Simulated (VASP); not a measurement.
# CuAu (P4/mmm) in VASP: a series of runs, part 3 of 3

VASP 6.6.1.

## Step 5: Single point, PBEsol (strain -0.015 along x and y, -0.015 along z)

The input, INCAR:

```
SYSTEM = CuAu
PREC = Accurate
ENCUT = 520
EDIFF = 1E-6
ISMEAR = 0
SIGMA = 0.15
LREAL = .False.
LASPH = .True.
NELM = 100
ALGO = Fast
ISIF = 2
LWAVE = .False.
LCHARG = .True.
GGA = PS
LELF = .True.
LVHAR = .True.
NBANDS = 18
```

The input, KPOINTS:

```
Automatic mesh
0
Gamma
  18 18 14
  0 0 0
```

The input, POSCAR:

```
CuAu
1.0
    2.7580000000      0.0000000000      0.0000000000
    0.0000000000      2.7580000000      0.0000000000
    0.0000000000      0.0000000000      3.6149500000
Cu Au
1 1
Direct
    0.5000000000      0.5000000000      0.5000000000
    0.0000000000      0.0000000000      0.0000000000
```

Potentials or basis: VASP PAW PBE potentials, release 64 (Cu, Au).

The run is started by

```bash
$ cat potpaw_PBE.64/Cu/POTCAR potpaw_PBE.64/Au/POTCAR > POTCAR
$ mpirun -np 1 vasp_std > vasp.out
```

OUTCAR:

```text
SYSTEM = CuAu
   PREC = Accurate
   ENCUT = 520
   EDIFF = 1E-6
   ISMEAR = 0
   LREAL = .False.
   LASPH = .True.
   NELM = 100
   ISIF = 2
   GGA = PS

 ion  position               nearest neighbor table
   1  0.500  0.500  0.500-   2 2.66   2 2.66   2 2.66   2 2.66   2 2.66   2 2.66   2 2.66   2 2.66

   2  0.000  0.000  0.000-   1 2.66   1 2.66   1 2.66   1 2.66   1 2.66   1 2.66   1 2.66   1 2.66

  LATTYP: Found a simple tetragonal cell.
 ALAT       =     2.7580000000
 C/A-ratio  =     1.3107142857

  Lattice vectors:

 A1 = (   2.7580000000,   0.0000000000,   0.0000000000)
 A2 = (   0.0000000000,   2.7580000000,   0.0000000000)
 A3 = (   0.0000000000,   0.0000000000,   3.6149500000)

Analysis of symmetry for initial positions (statically):
=====================================================================
 Subroutine PRICEL returns:
 Original cell was already a primitive cell.

 Routine SETGRP: Setting up the symmetry group for a
 simple tetragonal supercell.

 Subroutine GETGRP returns: Found 16 space group operations
 (whereof 16 operations were pure point group operations)
 out of a pool of 16 trial point group operations.

The static configuration has the point symmetry D_4h.

Analysis of symmetry for dynamics (positions and initial velocities):
=====================================================================
 Subroutine PRICEL returns:
 Original cell was already a primitive cell.

 Routine SETGRP: Setting up the symmetry group for a
 simple tetragonal supercell.

 Subroutine GETGRP returns: Found 16 space group operations
 (whereof 16 operations were pure point group operations)
 out of a pool of 16 trial point group operations.

The dynamic configuration has the point symmetry D_4h.

 Subroutine INISYM returns: Found 16 space group operations
 (whereof 16 operations are pure point group operations),
 and found     1 'primitive' translations

----------------------------------------------------------------------------------------

                                     Primitive cell

  volume of cell :      27.4973

  direct lattice vectors                    reciprocal lattice vectors
     2.758000000  0.000000000  0.000000000     0.362581581  0.000000000  0.000000000
     0.000000000  2.758000000  0.000000000     0.000000000  0.362581581  0.000000000
     0.000000000  0.000000000  3.614950000     0.000000000  0.000000000  0.276628999

  length of vectors
     2.758000000  2.758000000  3.614950000     0.362581581  0.362581581  0.276628999

  position of ions in fractional coordinates (direct lattice)
     0.500000000  0.500000000  0.500000000
     0.000000000  0.000000000  0.000000000

  ion indices of the primitive-cell ions
   primitive index   ion index
                 1           1
                 2           2

----------------------------------------------------------------------------------------

 KPOINTS: Automatic mesh

Automatic generation of k-mesh.
 Grid dimensions read from file:
 generate k-points for:   18   18   14

 Generating k-lattice:

  Cartesian coordinates                     Fractional coordinates (reciprocal lattice)
     0.020143421  0.000000000  0.000000000     0.055555556  0.000000000  0.000000000
     0.000000000  0.020143421  0.000000000     0.000000000  0.055555556  0.000000000
     0.000000000  0.000000000  0.019759214     0.000000000  0.000000000  0.071428571

  Length of vectors
     0.020143421  0.020143421  0.019759214

  Shift w.r.t. Gamma in fractional coordinates (k-lattice)
     0.000000000  0.000000000  0.000000000

 Subroutine IBZKPT returns following result:
 ===========================================

 Found    440 irreducible k-points:

 Following reciprocal coordinates:
            Coordinates               Weight
  0.000000  0.000000  0.000000      1.000000
  0.055556  0.000000  0.000000      4.000000
  0.111111  0.000000  0.000000      4.000000
  0.166667  0.000000  0.000000      4.000000
  0.222222  0.000000  0.000000      4.000000
  0.277778  0.000000  0.000000      4.000000
[... 16 lines left out ...]
  0.277778  0.111111  0.000000      8.000000
  0.333333  0.111111  0.000000      8.000000
 [... further k-points ...]
   k-points           NKPTS =    440   k-points in BZ     NKDIM =    440   number of bands    NBANDS=     18
   number of dos      NEDOS =    301   number of ions     NIONS =      2
   total plane-waves  NPLWV =  16128
   dimension x,y,z NGX =    24 NGY =   24 NGZ =   28
   dimension x,y,z NGXF=    48 NGYF=   48 NGZF=   56
   ions per type =               1   1
   NGX,Y,Z   is equivalent  to a cutoff of  14.47, 14.47, 12.88 a.u.
   NGXF,Y,Z  is equivalent  to a cutoff of  28.93, 28.93, 25.75 a.u.
 SYSTEM =  CuAu
   PREC   = accura    normal or accurate (medium, high low for compatibility)
   ISTART =      0    job   : 0-new  1-cont  2-samecut
   ICHARG =      2    charge: 1-file 2-atom 10-const
   ISPIN  =      1    spin polarized calculation?
   LNONCOLLINEAR =      F non collinear calculations
   LSORBIT =      F    spin-orbit coupling
   LASPH  =      T    aspherical Exc in radial PAW
   ENCUT  =  520.0 eV  38.22 Ry    6.18 a.u.   5.13  5.13  6.72*2*pi/ulx,y,z
   NELM   =    100;   NELMIN=  2; NELMDL= -5     # of ELM steps
   EDIFF  = 0.1E-05   stopping-criterion for ELM
   LREAL  =      F    real-space projection
   EDIFFG = 0.1E-04   stopping-criterion for IOM
   NSW    =      0    number of steps for IOM
   IBRION =     -1    ionic relax: 0-MD 1-quasi-New 2-CG
   NFREE  =      0    steps in history (QN), initial steepest desc. (CG)
   ISIF   =      2    stress and relaxation
   ISYM   =      2    0-nonsym 1-usesym 2-fastsym
   POTIM  = 0.5000    time-step for ionic-motion
   TEBEG  =    0.0;   TEEND  =   0.0 temperature during run
   PSTRESS=    0.0 pullay stress
   NELECT =      22.0000    total number of electrons
   NUPDOWN=      -1.0000    fix difference up-down
   EMIN   =  10.00;   EMAX   =-10.00  energy-range for DOS
   EFERMI =   0.00;   METHOD = LEGACY
   ISMEAR =     0;   SIGMA  =   0.15  broadening in eV -4-tet -1-fermi 0-gaus
   EFERMI_NEDOS =   21; number of points for ismear=-14 and -15
   IALGO  =     68    algorithm
   IMIX   =      4    mixing-type and parameters
     AMIX     =   0.40;   BMIX     =  1.00
     AMIX_MAG =   1.60;   BMIX_MAG =  1.00
  volume/ion in A,a.u.               =      13.75        92.78
  Fermi-wavevector in a.u.,A,eV,Ry     =   1.519797  2.871999 31.426486  2.309782
  Thomas-Fermi vector in A             =   2.628734
   LORBIT       =      0    0 simple, 1 ext, 2 COOP (PROOUT), +10 PAW based schemes
   GGA     = PS    functional components
   LHFCALC =     F    Hartree Fock is set to
   AEXX    =    0.0000 exact exchange contribution
   IVDW    =     0    specifies the selected vdW correction
   LEPSILON=     F    determine dielectric tensor
   LRPA    =     F    only Hartree local field effects (RPA)
 non-spin polarized calculation
 RMM-DIIS sequential band-by-band and
 Gauss-broadening in eV      SIGMA  =   0.15
  energy-cutoff  :      520.00
  volume of cell :       27.50
 maximum number of plane-waves:       768
 NGX is ok and might be reduce to    24
   NGX = 11   NGY = 11   NGZ = 13

 number of electron      22.0000001 magnetization

 Free energy of the ion-electron system (eV)
  ---------------------------------------------------
  ext. energy  EPLUGINS =         0.00000000
  ---------------------------------------------------
  free energy    TOTEN  =        -8.34044736 eV

  energy without entropy =       -8.33312527  energy(sigma->0) =       -8.33678632

 E-fermi :   9.4410     XC(G=0): -13.1728

 val. band max:        9.4368703033   @ k =   0.3889   0.3889   0.2143
 cond. band min:       9.4437694478   @ k =   0.5000   0.1111   0.1429
 fundamental gap:      0.0068991446
 Fermi energy:         9.4409968535

 k-point     1 :       0.0000    0.0000    0.0000
  band No.  band energies     occupation
      1      -0.9607      2.00000
      2       2.3361      2.00000
      3       2.5000      2.00000
      4       5.1269      2.00000
      5       5.1269      2.00000
      6       6.3076      2.00000
[... 10 lines left out ...]
     17      26.8823      0.00000
     18      26.9176      0.00000
[... 463 lines left out ...]
 k-point    24 :       0.3333    0.1111    0.0000
  band No.  band energies     occupation
      1       1.5487      2.00000
      2       3.3607      2.00000
      3       3.8624      2.00000
      4       3.9841      2.00000
      5       5.1765      2.00000
      6       5.3471      2.00000
[... 10 lines left out ...]
     17      24.3630      0.00000
     18      27.2606      0.00000

 [... further k-points ...]

------------------------ aborting loop because EDIFF is reached ----------------------------------------

  FORCE on cell =-STRESS in cart. coord.  units (eV):
  Direction    XX          YY          ZZ          XY          YZ          ZX
  --------------------------------------------------------------------------------------
  -------------------------------------------------------------------------------------
  Total        1.1712389      1.1712389      1.0082163      0.0000000      0.0000000     -0.0000000
  in kB       68.2441194     68.2441194     58.7453463      0.0000000      0.0000000     -0.0000000
  external PRESSURE =      65.0778617 kB  Pullay stress =       0.0000000 kB

 VOLUME and BASIS-vectors are now :
 -----------------------------------------------------------------------------
  energy-cutoff  :      520.00
  volume of cell :       27.50
      direct lattice vectors                 reciprocal lattice vectors
     2.758000000  0.000000000  0.000000000     0.362581581  0.000000000  0.000000000
     0.000000000  2.758000000  0.000000000     0.000000000  0.362581581  0.000000000
     0.000000000  0.000000000  3.614950000     0.000000000  0.000000000  0.276628999

 POSITION                                       TOTAL-FORCE (eV/Angst)
 -----------------------------------------------------------------------------------
      1.37900      1.37900      1.80747         0.000000      0.000000      0.000000
      0.00000      0.00000      0.00000         0.000000      0.000000      0.000000
 -----------------------------------------------------------------------------------
    total drift:                                0.000000      0.000000     -0.000000

  FREE ENERGIE OF THE ION-ELECTRON SYSTEM (eV)
  ---------------------------------------------------
  free  energy   TOTEN  =        -8.3404473624 eV

  energy  without entropy=       -8.3331252736  energy(sigma->0) =       -8.33678632
```

OSZICAR:

```text
N       E                     dE             d eps       ncg     rms          rms(c)
DAV:   1     0.127411982394E+03    0.12741E+03   -0.11048E+04 17182   0.175E+03
DAV:   2    -0.437056090366E+01   -0.13178E+03   -0.12378E+03 16040   0.300E+02
DAV:   3    -0.949661434606E+01   -0.51261E+01   -0.50086E+01 18652   0.689E+01
DAV:   4    -0.956609529624E+01   -0.69481E-01   -0.69427E-01 19602   0.669E+00
DAV:   5    -0.956781132297E+01   -0.17160E-02   -0.17159E-02 20298   0.107E+00    0.137E+01
RMM:   6    -0.883891012690E+01    0.72890E+00   -0.52248E+00 18414   0.367E+01    0.631E+00
RMM:   7    -0.845470455396E+01    0.38421E+00   -0.20006E+00 18293   0.203E+01    0.662E+00
RMM:   8    -0.834505919016E+01    0.10965E+00   -0.23572E-01 18790   0.659E+00    0.251E+00
RMM:   9    -0.835092635491E+01   -0.58672E-02   -0.62298E-02 20085   0.429E+00    0.113E+00
RMM:  10    -0.834061084882E+01    0.10316E-01   -0.47759E-02 19503   0.300E+00    0.300E-01
RMM:  11    -0.834053843036E+01    0.72418E-04   -0.73310E-03 21376   0.899E-01    0.161E-01
RMM:  12    -0.834063343804E+01   -0.95008E-04   -0.14062E-03 21751   0.335E-01    0.117E-01
RMM:  13    -0.834044534488E+01    0.18809E-03   -0.53680E-04 19149   0.340E-01    0.432E-02
RMM:  14    -0.834044801670E+01   -0.26718E-05   -0.10989E-04 20801   0.882E-02    0.210E-02
RMM:  15    -0.834044708790E+01    0.92880E-06   -0.16531E-05 19976   0.478E-02    0.350E-03
RMM:  16    -0.834044736237E+01   -0.27446E-06   -0.46167E-06 14516   0.179E-02
   1 F= -.83404474E+01 E0= -.83367863E+01  d E =-.732209E-02
```

stdout:

```text
POSCAR found type information on POSCAR CuAu
 POSCAR found :  2 types and       2 ions
 scaLAPACK will be used
 -----------------------------------------------------------------------------
|                                                                             |
|                                                                             |
|     You enforced a specific xc type in the INCAR file but a different       |
|     I HOPE YOU KNOW WHAT YOU ARE DOING!                                     |
|                                                                             |
 -----------------------------------------------------------------------------

 LDA part: xc-table for (Slater+PW92), standard interpolation
 POSCAR, INCAR and KPOINTS ok, starting setup
 FFT: planning ... GRIDC
 FFT: planning ... GRID_SOFT
 FFT: planning ... GRID
 WAVECAR not read
 entering main loop
WARNING in EDDRMM: call to ZHEGV failed, returncode =   6  3     17
WARNING in EDDRMM: call to ZHEGV failed, returncode =   8  4     16
```

It took 2.2 min on 1 thread of AMD EPYC 9R45 (Zen 5), shared host; peak memory 0.31 GiB.

Results:

```
Free energy            : -8.3404 eV
Pressure               : 6.5 GPa
Band gap on the k mesh : zero (bands 11 and 12 overlap by 7.66 eV)
```

Stress tensor (GPa, compression positive):
```
6.82 0.00 0.00
0.00 6.82 0.00
0.00 0.00 5.87
```

Levels at points of the mesh, in eV from the Fermi level:
```csv
k point,band 8,band 9,band 10,band 11,band 12,band 13,band 14,band 15
"(0.00, 0.00, 0.00)",-2.27,-1.77,-1.52,-1.52,1.96,8.52,10.18,10.18
"(0.50, 0.00, 0.00)",-3.22,-2.59,-2.36,-0.93,-0.06,9.60,9.76,11.82
"(0.50, 0.50, 0.00)",-1.63,-1.42,-1.42,0.45,0.45,5.50,7.30,10.17
"(0.00, 0.00, 0.50)",-2.83,-2.54,-2.51,-2.51,-2.11,14.54,14.95,14.95
"(0.50, 0.00, 0.50)",-1.82,-1.67,-1.60,-1.35,-1.34,2.91,4.71,15.96
"(0.50, 0.50, 0.50)",-2.30,-1.73,-1.62,5.54,5.60,5.60,6.60,7.03
```

Caveat: the cell differs from its parent crystal (strain -0.015 along x and y, -0.015 along z); the cell stands under pressure; the PAW data sets were made with another functional, which shifts forces and pressure a little; spin-orbit coupling is left out, which moves the levels of the heavy elements.

## Step 6: The runs side by side

| cell | gap on the mesh (eV) | pressure (GPa) |
| --- | --- | --- |
| a = 2.716, b = 2.716, c = 3.670 Å, 2 atoms | none | 9.8 |
| a = 2.758, b = 2.758, c = 3.560 Å, 2 atoms | none | 10.0 |
| a = 2.716, b = 2.716, c = 3.725 Å, 2 atoms | none | 7.0 |
| a = 2.758, b = 2.758, c = 3.615 Å, 2 atoms | none | 6.5 |

Alike in all rows: task single point; level PBEsol; potentials or basis VASP PAW PBE potentials, release 64 (Cu, Au); no spin polarisation; k mesh 18 × 18 × 14; cutoff (eV) 520; smearing gaussian 0.15 eV.

Caveats: the cell stands under pressure; the PAW data sets were made with another functional, which shifts forces and pressure a little; spin-orbit coupling is left out, which moves the levels of the heavy elements.

Absolute energies hang on the potentials; compare differences alone.
